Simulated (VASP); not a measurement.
# Se (Im-3m) in VASP: relaxation of cell and atoms with PBE

Aim: the relaxation of cell and atoms of Se with PBE.

Program: VASP 6.6.1. These are calculated values, not measurements. Logs are shortened: lines on timing, memory, paths and dates and some standing lists are left out, and cuts for length are marked.

### 1 The cell of the first run

It takes space group Im-3m (No. 229, cubic). Conventional cell: a = 3.476 Å, b = 3.476 Å, c = 3.476 Å, α = 90.00°, β = 90.00°, γ = 90.00°. Within 4.0 Å of Se (site symmetry m-3m) lie 14 Se at 3.01 to 3.48 Å.

This isn't the form of Se at room conditions, which is trigonal, of chains.

### 2 Relaxation of cell and atoms, PBE

Contents of INCAR:

```
PREC = Accurate
ENCUT = 600
EDIFF = 1E-6
ISMEAR = -1
SIGMA = 0.08
LREAL = False
LASPH = True
NELM = 100
ALGO = Normal
ISIF = 3
LWAVE = False
LCHARG = False
GGA = PE
IBRION = 2
NSW = 60
EDIFFG = -0.005
```

Contents of KPOINTS:

```
regular mesh
0
Gamma
  17 17 17
```

Contents of POSCAR:

```
Se
1.0
   -1.7380133224      1.7380133224      1.7380133224
    1.7380133224     -1.7380133224      1.7380133224
    1.7380133224      1.7380133224     -1.7380133224
Se
1
Direct
    0.0000000000      0.0000000000      0.0000000000
```

Potentials or basis: VASP PAW PBE potentials, release 64 (Se).

Launch:

```
cat potpaw_PBE.64/Se/POTCAR > POTCAR
mpirun -np 1 vasp_std > vasp.out
```

OUTCAR:

```text
PREC = Accurate
   ENCUT = 600
   EDIFF = 1E-6
   ISMEAR = -1
   LREAL = False
   LASPH = True
   NELM = 100
   ISIF = 3
   GGA = PE
   IBRION = 2
   NSW = 60
   EDIFFG = -0.005

 ion  position               nearest neighbor table
   1  0.000  0.000  0.000-

  LATTYP: Found a body centered cubic cell.
 ALAT       =     3.4760266448

  Lattice vectors:

 A1 = (  -1.7380133224,   1.7380133224,   1.7380133224)
 A2 = (   1.7380133224,  -1.7380133224,   1.7380133224)
 A3 = (   1.7380133224,   1.7380133224,  -1.7380133224)

Analysis of symmetry for initial positions (statically):
=====================================================================
 Subroutine PRICEL returns:
 Original cell was already a primitive cell.

 Routine SETGRP: Setting up the symmetry group for a
 body centered cubic supercell.

 Subroutine GETGRP returns: Found 48 space group operations
 (whereof 48 operations were pure point group operations)
 out of a pool of 48 trial point group operations.

The static configuration has the point symmetry O_h .

Analysis of symmetry for dynamics (positions and initial velocities):
=====================================================================
 Subroutine PRICEL returns:
 Original cell was already a primitive cell.

 Routine SETGRP: Setting up the symmetry group for a
 body centered cubic supercell.

 Subroutine GETGRP returns: Found 48 space group operations
 (whereof 48 operations were pure point group operations)
 out of a pool of 48 trial point group operations.

The dynamic configuration has the point symmetry O_h .

 Subroutine INISYM returns: Found 48 space group operations
 (whereof 48 operations are pure point group operations),
 and found     1 'primitive' translations

----------------------------------------------------------------------------------------

                                     Primitive cell

  volume of cell :      21.0000

  direct lattice vectors                    reciprocal lattice vectors
    -1.738013322  1.738013322  1.738013322     0.000000000  0.287684791  0.287684791
     1.738013322 -1.738013322  1.738013322     0.287684791  0.000000000  0.287684791
     1.738013322  1.738013322 -1.738013322     0.287684791  0.287684791  0.000000000

  length of vectors
     3.010327379  3.010327379  3.010327379     0.406847734  0.406847734  0.406847734

  position of ions in fractional coordinates (direct lattice)
     0.000000000  0.000000000  0.000000000

  ion indices of the primitive-cell ions
   primitive index   ion index
                 1           1

----------------------------------------------------------------------------------------

 KPOINTS: regular mesh

Automatic generation of k-mesh.
 Grid dimensions read from file:
 generate k-points for:   17   17   17

 Generating k-lattice:

  Cartesian coordinates                     Fractional coordinates (reciprocal lattice)
     0.000000000  0.016922635  0.016922635     0.058823529  0.000000000  0.000000000
     0.016922635  0.000000000  0.016922635     0.000000000  0.058823529  0.000000000
     0.016922635  0.016922635  0.000000000     0.000000000  0.000000000  0.058823529

  Length of vectors
     0.023932220  0.023932220  0.023932220

  Shift w.r.t. Gamma in fractional coordinates (k-lattice)
     0.000000000  0.000000000  0.000000000

 Subroutine IBZKPT returns following result:
 ===========================================

 Found    165 irreducible k-points:

 Following reciprocal coordinates:
            Coordinates               Weight
  0.000000  0.000000  0.000000      1.000000
  0.058824  0.000000  0.000000     12.000000
  0.117647  0.000000  0.000000     12.000000
  0.176471  0.000000  0.000000     12.000000
  0.235294  0.000000  0.000000     12.000000
  0.294118  0.000000  0.000000     12.000000
[... 16 lines left out ...]
  0.411765  0.117647 -0.000000     48.000000
  0.176471  0.176471  0.000000     24.000000
 [... further k-points ...]
   k-points           NKPTS =    165   k-points in BZ     NKDIM =    165   number of bands    NBANDS=      7
   number of dos      NEDOS =    301   number of ions     NIONS =      1
   total plane-waves  NPLWV =  13824
   dimension x,y,z NGX =    24 NGY =   24 NGZ =   24
   dimension x,y,z NGXF=    48 NGYF=   48 NGZF=   48
   ions per type =               1
   NGX,Y,Z   is equivalent  to a cutoff of  13.25, 13.25, 13.25 a.u.
   NGXF,Y,Z  is equivalent  to a cutoff of  26.51, 26.51, 26.51 a.u.
 SYSTEM =  unknown system
   PREC   = accura    normal or accurate (medium, high low for compatibility)
   ISTART =      0    job   : 0-new  1-cont  2-samecut
   ICHARG =      2    charge: 1-file 2-atom 10-const
   ISPIN  =      1    spin polarized calculation?
   LNONCOLLINEAR =      F non collinear calculations
   LSORBIT =      F    spin-orbit coupling
   LASPH  =      T    aspherical Exc in radial PAW
   ENCUT  =  600.0 eV  44.10 Ry    6.64 a.u.   6.01  6.01  6.01*2*pi/ulx,y,z
   NELM   =    100;   NELMIN=  2; NELMDL= -5     # of ELM steps
   EDIFF  = 0.1E-05   stopping-criterion for ELM
   LREAL  =      F    real-space projection
   EDIFFG = -.5E-02   stopping-criterion for IOM
   NSW    =     60    number of steps for IOM
   IBRION =      2    ionic relax: 0-MD 1-quasi-New 2-CG
   NFREE  =      1    steps in history (QN), initial steepest desc. (CG)
   ISIF   =      3    stress and relaxation
   ISYM   =      2    0-nonsym 1-usesym 2-fastsym
   POTIM  = 0.5000    time-step for ionic-motion
   TEBEG  =    0.0;   TEEND  =   0.0 temperature during run
   PSTRESS=    0.0 pullay stress
   NELECT =       6.0000    total number of electrons
   NUPDOWN=      -1.0000    fix difference up-down
   EMIN   =  10.00;   EMAX   =-10.00  energy-range for DOS
   EFERMI =   0.00;   METHOD = LEGACY
   ISMEAR =    -1;   SIGMA  =   0.08  broadening in eV -4-tet -1-fermi 0-gaus
   EFERMI_NEDOS =   21; number of points for ismear=-14 and -15
   IALGO  =     38    algorithm
   IMIX   =      4    mixing-type and parameters
     AMIX     =   0.40;   BMIX     =  1.00
     AMIX_MAG =   1.60;   BMIX_MAG =  1.00
  volume/ion in A,a.u.               =      21.00       141.71
  Fermi-wavevector in a.u.,A,eV,Ry     =   1.078248  2.037594 15.818400  1.162620
  Thomas-Fermi vector in A             =   2.214182
   LORBIT       =      0    0 simple, 1 ext, 2 COOP (PROOUT), +10 PAW based schemes
   GGA     = PE    functional components
   LHFCALC =     F    Hartree Fock is set to
   AEXX    =    0.0000 exact exchange contribution
   IVDW    =     0    specifies the selected vdW correction
   LEPSILON=     F    determine dielectric tensor
   LRPA    =     F    only Hartree local field effects (RPA)
 conjugate gradient relaxation of ions
 non-spin polarized calculation
  energy-cutoff  :      600.00
  volume of cell :       21.00
 maximum number of plane-waves:       715
   NGX = 13   NGY = 13   NGZ = 13

--------------------------------------- Ionic step        1  -------------------------------------------

 number of electron       5.9999999 magnetization

 Free energy of the ion-electron system (eV)
  ---------------------------------------------------
  ext. energy  EPLUGINS =         0.00000000
  ---------------------------------------------------
  free energy    TOTEN  =        -2.91816800 eV

  energy without entropy =       -2.89947560  energy(sigma->0) =       -2.90882180

------------------------ aborting loop because EDIFF is reached ----------------------------------------

  FORCE on cell =-STRESS in cart. coord.  units (eV):
  Direction    XX          YY          ZZ          XY          YZ          ZX
  --------------------------------------------------------------------------------------
  -------------------------------------------------------------------------------------
  Total       -0.2714350     -0.2714350     -0.2714350      0.0000000      0.0000000     -0.0000000
  in kB      -20.7089062    -20.7089062    -20.7089062      0.0000000      0.0000000     -0.0000000
  external PRESSURE =     -20.7089062 kB  Pullay stress =       0.0000000 kB
[... 55 lines left out ...]
  energy  without entropy=       -2.9044932836  energy(sigma->0) =       -2.91324794

--------------------------------------- Ionic step        3  -------------------------------------------

 number of electron       5.9999999 magnetization

 Free energy of the ion-electron system (eV)
  ---------------------------------------------------
  ext. energy  EPLUGINS =         0.00000000
  ---------------------------------------------------
  free energy    TOTEN  =        -2.92236095 eV

  energy without entropy =       -2.90459373  energy(sigma->0) =       -2.91347734

 E-fermi :   5.5339     XC(G=0): -10.5854

 val. band max:        5.5332550537   @ k =   0.2353   0.1176   0.0000
 cond. band min:       5.5421950837   @ k =   0.3529   0.0588   0.0000
 fundamental gap:      0.0089400300
 Fermi energy:         5.5339494923

 k-point     1 :       0.0000    0.0000    0.0000
  band No.  band energies     occupation
      1     -10.6175      2.00000
      2       8.4352      0.00000
      3       8.4352      0.00000
      4       8.4352      0.00000
      5      16.5919      0.00000
      6      17.8741      0.00000
      7      17.8741      0.00000
[... 221 lines left out ...]
 k-point    24 :       0.1765    0.1765    0.0000
  band No.  band energies     occupation
      1      -8.7864      2.00000
      2       2.4770      2.00000
      3       5.2651      1.93294
      4       7.2796      0.00000
      5      14.7379      0.00000
      6      15.9032      0.00000
      7      19.7202      0.00000

 [... further k-points ...]

------------------------ aborting loop because EDIFF is reached ----------------------------------------

  FORCE on cell =-STRESS in cart. coord.  units (eV):
  Direction    XX          YY          ZZ          XY          YZ          ZX
  --------------------------------------------------------------------------------------
  -------------------------------------------------------------------------------------
  Total       -0.0005788     -0.0005788     -0.0005788     -0.0000000     -0.0000000      0.0000000
  in kB       -0.0455349     -0.0455349     -0.0455349     -0.0000000     -0.0000000      0.0000000
  external PRESSURE =      -0.0455349 kB  Pullay stress =       0.0000000 kB
[... 16 lines left out ...]
  FREE ENERGIE OF THE ION-ELECTRON SYSTEM (eV)
  ---------------------------------------------------
  free  energy   TOTEN  =        -2.9223609549 eV

  energy  without entropy=       -2.9045937338  energy(sigma->0) =       -2.91347734

 reached required accuracy - stopping structural energy minimisation
```

It took 27 s on 1 thread of Intel Xeon Platinum 8259CL at 2.50GHz (Skylake/Cascade Lake), shared host; peak memory 0.16 GiB.

What came out:

```
Free energy                           : -2.9224 eV
Relaxed volume                        : 20.37 Å³/atom
Relaxed cell                          : a = 2.980 Å, b = 2.980 Å, c = 2.980 Å, α = 109.47°, β = 109.47°, γ = 109.47°
Space group after relaxing (to 0.1 Å) : Im-3m (No. 229)
Energy gained by relaxing             : 4.2 meV/atom
Ionic steps                           : 3
Pressure after relaxing               : 0.0 GPa
Band gap on the k mesh                : zero (bands 3 and 4 overlap by 6.31 eV)
```

The path:
```
step  energy change (eV)  largest force (eV/Å)  pressure (GPa)  volume (Å³)
   1              0.0000                0.0000           -2.07        21.00
   2             -0.0038                0.0000            0.65        20.19
   3             -0.0042                0.0000            0.00        20.37
```

Final structure:
```cif
data_structure
_symmetry_space_group_name_H-M 'P 1'
_symmetry_Int_Tables_number 1
_cell_length_a 2.9797
_cell_length_b 2.9797
_cell_length_c 2.9797
_cell_angle_alpha 109.471
_cell_angle_beta 109.471
_cell_angle_gamma 109.471
_cell_volume 20.37
loop_
_atom_site_label
_atom_site_type_symbol
_atom_site_fract_x
_atom_site_fract_y
_atom_site_fract_z
_atom_site_occupancy
Se1 Se 0.00000 0.00000 0.00000 1
```

Levels at points of the mesh, in eV from the Fermi level:
```csv
k point,band 1,band 2,band 3,band 4,band 5,band 6,band 7
"(0.00, 0.00, 0.00)",-16.15,2.90,2.90,2.90,11.06,12.34,12.34
```
